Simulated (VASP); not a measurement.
# KCl (Fm-3m) in VASP: further runs

Aim: see how the results for KCl move with the level of theory and the settings. Levels: r2SCAN, PBE. Tasks: single point.

Program: VASP 6.6.1. These are calculated values, not measurements. Logs are shortened: lines on timing, memory, paths and dates and some standing lists are left out, and cuts for length are marked.

## Step 1: The cell of the first run

The structure is cubic, space group Fm-3m (No. 225). The conventional cell has a = 6.413 Å, b = 6.413 Å, c = 6.413 Å, α = 90.00°, β = 90.00°, γ = 90.00°. K (site symmetry m-3m) has 6 Cl at 3.21 Å within 4.2 Å. Cl (site symmetry m-3m) has 6 K at 3.21 Å within 4.2 Å.

## Step 2: Single point, r2SCAN (volume changed by +6%)

POSCAR

```
KCl
1.0
    0.0000000000      3.2065276613      3.2065276613
    3.2065276613      0.0000000000      3.2065276613
    3.2065276613      3.2065276613      0.0000000000
K Cl
1 1
Direct
    0.0000000000      0.0000000000      0.0000000000
    0.5000000000      0.5000000000      0.5000000000
```

INCAR.step1

```
SYSTEM = KCl
ALGO     = Normal         ! electronic algorithm
EDIFF    = 1E-4           ! SCF threshold, eV
ENCUT    = 520            ! plane-wave cutoff, eV
GGA      = PE             ! functional
ISMEAR   = 0              ! smearing method
LASPH    = .True.         ! aspherical terms in the spheres
LCHARG   = .False.        ! write CHGCAR
LREAL    = .False.        ! projectors in reciprocal space
LWAVE    = .True.         ! write WAVECAR
NBANDS   = 15             ! bands
NELM     = 80             ! most SCF steps
PREC     = Accurate       ! precision mode
SIGMA    = 0.01           ! smearing width, eV
```

INCAR.step2

```
SYSTEM = KCl
ALGO     = Normal         ! electronic algorithm
EDIFF    = 1E-6           ! SCF threshold, eV
ENCUT    = 520            ! plane-wave cutoff, eV
ISIF     = 2              ! what is computed and relaxed
ISMEAR   = 0              ! smearing method
ISTART   = 1            
LASPH    = .True.         ! aspherical terms in the spheres
LCHARG   = .True.         ! write CHGCAR
LELF     = .True.         ! ELF
LMIXTAU  = .True.       
LREAL    = .False.        ! projectors in reciprocal space
LVHAR    = .True.       
LWAVE    = .False.        ! write WAVECAR
METAGGA  = R2SCAN         ! meta-GGA
NBANDS   = 15             ! bands
NELM     = 80             ! most SCF steps
PREC     = Accurate       ! precision mode
SIGMA    = 0.01           ! smearing width, eV
```

KPOINTS

```
k-points
0
Gamma
  6 6 6
  0 0 0
```

Potentials or basis: VASP PAW PBE potentials, release 64 (K_sv, Cl).

On the command line:

```bash
$ cat potpaw_PBE.64/K_sv/POTCAR potpaw_PBE.64/Cl/POTCAR > POTCAR
$ cp INCAR.step1 INCAR
$ mpirun -np 1 vasp_std > vasp.out
$ cp INCAR.step2 INCAR
$ mpirun -np 1 vasp_std > vasp.out
```

OUTCAR:

```text
SYSTEM = KCl
   EDIFF = 1E-6
   ENCUT = 520
   ISIF = 2
   ISMEAR = 0
   ISTART = 1
   LASPH = .True.
   LREAL = .False.
   METAGGA = R2SCAN
   NELM = 80
   PREC = Accurate

 ion  position               nearest neighbor table
   1  0.000  0.000  0.000-   2 3.21   2 3.21   2 3.21   2 3.21   2 3.21   2 3.21
   2  0.500  0.500  0.500-   1 3.21   1 3.21   1 3.21   1 3.21   1 3.21   1 3.21

  LATTYP: Found a face centered cubic cell.
 ALAT       =     6.4130553226

  Lattice vectors:

 A1 = (   0.0000000000,   3.2065276613,   3.2065276613)
 A2 = (   3.2065276613,   0.0000000000,   3.2065276613)
 A3 = (   3.2065276613,   3.2065276613,   0.0000000000)

Analysis of symmetry for initial positions (statically):
=====================================================================
 Subroutine PRICEL returns:
 Original cell was already a primitive cell.

 Routine SETGRP: Setting up the symmetry group for a
 face centered cubic supercell.

 Subroutine GETGRP returns: Found 48 space group operations
[... 9 lines left out ...]

 Routine SETGRP: Setting up the symmetry group for a
 face centered cubic supercell.

 Subroutine GETGRP returns: Found 48 space group operations
 (whereof 48 operations were pure point group operations)
 out of a pool of 48 trial point group operations.

The dynamic configuration has the point symmetry O_h .

 Subroutine INISYM returns: Found 48 space group operations
 (whereof 48 operations are pure point group operations),
 and found     1 'primitive' translations

----------------------------------------------------------------------------------------

                                     Primitive cell

  volume of cell :      65.9379

  direct lattice vectors                    reciprocal lattice vectors
     0.000000000  3.206527661  3.206527661    -0.155931915  0.155931915  0.155931915
     3.206527661  0.000000000  3.206527661     0.155931915 -0.155931915  0.155931915
     3.206527661  3.206527661  0.000000000     0.155931915  0.155931915 -0.155931915

  length of vectors
     4.534714907  4.534714907  4.534714907     0.270082000  0.270082000  0.270082000

  position of ions in fractional coordinates (direct lattice)
     0.000000000  0.000000000  0.000000000
     0.500000000  0.500000000  0.500000000

  ion indices of the primitive-cell ions
   primitive index   ion index
                 1           1
                 2           2

[... 69 lines left out ...]
   ISYM   =      2    0-nonsym 1-usesym 2-fastsym
   POTIM  = 0.5000    time-step for ionic-motion
   TEBEG  =    0.0;   TEEND  =   0.0 temperature during run
   PSTRESS=    0.0 pullay stress
   NELECT =      16.0000    total number of electrons
   NUPDOWN=      -1.0000    fix difference up-down
   EMIN   =  10.00;   EMAX   =-10.00  energy-range for DOS
   EFERMI =   0.00;   METHOD = LEGACY
   ISMEAR =     0;   SIGMA  =   0.01  broadening in eV -4-tet -1-fermi 0-gaus
   EFERMI_NEDOS =   21; number of points for ismear=-14 and -15
   IALGO  =     38    algorithm
   IMIX   =      4    mixing-type and parameters
     AMIX     =   0.40;   BMIX     =  1.00
     AMIX_MAG =   1.60;   BMIX_MAG =  1.00
  volume/ion in A,a.u.               =      32.97       222.49
  Fermi-wavevector in a.u.,A,eV,Ry     =   1.021104  1.929606 14.186151  1.042653
  Thomas-Fermi vector in A             =   2.154710
   LORBIT       =      0    0 simple, 1 ext, 2 COOP (PROOUT), +10 PAW based schemes
   METAGGA = R2SCAN    functional components
   LHFCALC =     F    Hartree Fock is set to
   AEXX    =    0.0000 exact exchange contribution
   IVDW    =     0    specifies the selected vdW correction
   LEPSILON=     F    determine dielectric tensor
   LRPA    =     F    only Hartree local field effects (RPA)
 non-spin polarized calculation
 Gauss-broadening in eV      SIGMA  =   0.01
  energy-cutoff  :      520.00
  volume of cell :       65.94
 maximum number of plane-waves:      1807
 NGX is ok and might be reduce to    36
   NGX = 17   NGY = 17   NGZ = 17

 number of electron      15.9999998 magnetization

 Free energy of the ion-electron system (eV)
  ---------------------------------------------------
  ext. energy  EPLUGINS =         0.00000000
  ---------------------------------------------------
  free energy    TOTEN  =       -16.49588742 eV

  energy without entropy =      -16.49588742  energy(sigma->0) =      -16.49588742

 E-fermi :  -2.3605     XC(G=0):  -7.7013

 val. band max:       -2.4775204845   @ k =   0.0000   0.0000   0.0000
 cond. band min:       3.1579249429   @ k =   0.0000   0.0000   0.0000
 fundamental gap:      5.6354454274
 Fermi energy:        -2.3604792043

 k-point     1 :       0.0000    0.0000    0.0000
  band No.  band energies     occupation
      1     -30.8904      2.00000
      2     -15.0861      2.00000
      3     -13.5798      2.00000
      4     -13.5798      2.00000
      5     -13.5798      2.00000
      6      -2.4775      2.00000
      7      -2.4775      2.00000
      8      -2.4775      2.00000
      9       3.1579      0.00000
     10       6.5267      0.00000
     11       6.5267      0.00000
     12       6.5267      0.00000
     13       7.5368      0.00000
     14       7.5368      0.00000
[... 257 lines left out ...]
      2     -15.0547      2.00000
      3     -13.6730      2.00000
      4     -13.6397      2.00000
      5     -13.5376      2.00000
      6      -3.0211      2.00000
      7      -2.8543      2.00000
      8      -2.8165      2.00000
      9       5.2840      0.00000
     10       6.8560      0.00000
     11       7.2121      0.00000
     12       8.3533      0.00000
     13       9.1810      0.00000
     14       9.8284      0.00000
     15      10.3237      0.00000

------------------------ aborting loop because EDIFF is reached ----------------------------------------

  FORCE on cell =-STRESS in cart. coord.  units (eV):
  Direction    XX          YY          ZZ          XY          YZ          ZX
  --------------------------------------------------------------------------------------
  -------------------------------------------------------------------------------------
  Total       -0.4025385     -0.4025385     -0.4025385      0.0000000      0.0000000      0.0000000
  in kB       -9.7809953     -9.7809953     -9.7809953      0.0000000      0.0000000      0.0000000
  external PRESSURE =      -9.7809953 kB  Pullay stress =       0.0000000 kB

 VOLUME and BASIS-vectors are now :
 -----------------------------------------------------------------------------
  energy-cutoff  :      520.00
  volume of cell :       65.94
      direct lattice vectors                 reciprocal lattice vectors
     0.000000000  3.206527661  3.206527661    -0.155931915  0.155931915  0.155931915
     3.206527661  0.000000000  3.206527661     0.155931915 -0.155931915  0.155931915
     3.206527661  3.206527661  0.000000000     0.155931915  0.155931915 -0.155931915

 POSITION                                       TOTAL-FORCE (eV/Angst)
 -----------------------------------------------------------------------------------
      0.00000      0.00000      0.00000         0.000000     -0.000000      0.000000
      3.20653      3.20653      3.20653        -0.000000      0.000000     -0.000000
 -----------------------------------------------------------------------------------
    total drift:                                0.000000      0.000000      0.000000

  FREE ENERGIE OF THE ION-ELECTRON SYSTEM (eV)
  ---------------------------------------------------
  free  energy   TOTEN  =       -16.4958874178 eV

  energy  without entropy=      -16.4958874178  energy(sigma->0) =      -16.49588742
```

Run time: 57 s. Hardware: 1 thread of Intel Xeon Platinum 8559C (Emerald Rapids), shared host; peak memory 0.2 GiB.

What came out:

```
Free energy            : -16.4959 eV
Pressure               : -1.0 GPa
Band gap on the k mesh : 5.64 eV, direct
```

Caveat: the cell differs from its parent crystal (volume changed by +6%); the PAW data sets were made with another functional, which shifts forces and pressure a little.

## Step 3: Single point, PBE

This run uses another cell than the first one, of 31.10 Å³/atom, 0.943 times its volume.

INCAR

```
PREC     = Accurate       # precision mode
ENCUT    = 520            # plane-wave cutoff, eV
EDIFF    = 1E-7           # SCF threshold, eV
ISMEAR   = 0              # smearing method
SIGMA    = 0.01           # smearing width, eV
LREAL    = F              # projectors in reciprocal space
LASPH    = T              # aspherical terms in the spheres
NELM     = 80             # most SCF steps
ALGO     = Normal         # electronic algorithm
ISIF     = 2              # what is computed and relaxed
LWAVE    = F              # write WAVECAR
LCHARG   = F              # write CHGCAR
GGA      = PE             # functional
NBANDS   = 15             # bands
```

KPOINTS

```
Automatic mesh
0
Gamma
  8 8 8
```

POSCAR

```
KCl
1.0
    0.0000000000      3.1448483099      3.1448483099
    3.1448483099      0.0000000000      3.1448483099
    3.1448483099      3.1448483099      0.0000000000
K Cl
1 1
Direct
    0.0000000000      0.0000000000      0.0000000000
    0.5000000000      0.5000000000      0.5000000000
```

Potentials or basis: VASP PAW PBE potentials, release 64 (K_sv, Cl).

On the command line:

```bash
$ cat potpaw_PBE.64/K_sv/POTCAR potpaw_PBE.64/Cl/POTCAR > POTCAR
$ mpirun -np 1 vasp_std > vasp.out
```

Wall time 19 s (1 thread of Intel Xeon Platinum 8559C (Emerald Rapids), shared host); peak memory 0.2 GiB.

Results (log left out):

```yaml
Free_energy: -6.8034 eV
Pressure: 0.8 GPa
Band_gap_on_the_k_mesh: 5.19 eV, direct
```

Levels at points of the mesh, in eV from the valence-band top:
```tsv
k point	band 4	band 5	band 6	band 7	band 8	band 9	band 10	band 11	band 12	band 13
(0.00, 0.00, 0.00)	-10.65	-10.65	0.00	0.00	0.00	5.19	8.38	8.38	8.38	9.26
(0.50, 0.00, 0.00)	-10.66	-10.41	-1.06	-0.33	-0.33	7.60	8.61	10.53	10.53	11.42
(0.50, 0.50, 0.00)	-10.71	-10.71	-0.66	-0.22	-0.22	6.53	8.36	10.08	10.24	10.63
```

A k mesh can miss the band edges. A hybrid or GW would open this gap; PBE tends to underestimate it.
